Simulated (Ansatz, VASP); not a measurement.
One calculation of Ta2N, two programs

```
Ta N
1.0
     3.11286    0.00000    0.00000
    -1.55643    2.69582    0.00000
     0.00000    0.00000    4.86984
Ta N
2 1
Direct
  0.33333 0.66667 0.25471
  0.66667 0.33333 0.74529
  0.00000 0.00000 0.00000
```

Alike in both runs: functional LDA; k mesh 10 × 10 × 6; occupations fermi-dirac, width 0.05 eV; no spin polarisation.

|  | VASP | Ansatz |
| --- | --- | --- |
| version | VASP 6.6.1 | Ansatz 0.2.0 |
| potentials or method | VASP PAW LDA potentials, release 64 (Ta_sv_GW, N) | Ansatz PAW |
| plane-wave cutoff (eV) | 600 | 420 |
| valence electrons in the cell | 31 | 31 |
| task | single point | band structure |

```csv
,VASP,Ansatz,Ansatz less VASP
gap on the k mesh at the Fermi level (eV),none,none,-
pressure (GPa),-13.7,-14.5,-0.76
"traceless stress, the component that is largest in VASP (GPa)",0.08,0.16,+0.081
rms of the force components (eV/Å),0.196,0.210,+0.0140
```

LDA's correlation is that of Perdew and Zunger in VASP and of Perdew and Wang (1992) in Ansatz. Atom by atom the forces differ by 0.014 eV/Å (rms over components). A gap of «none» marks a metal or a gap that the smearing closes.

Spin-orbit coupling is off throughout.
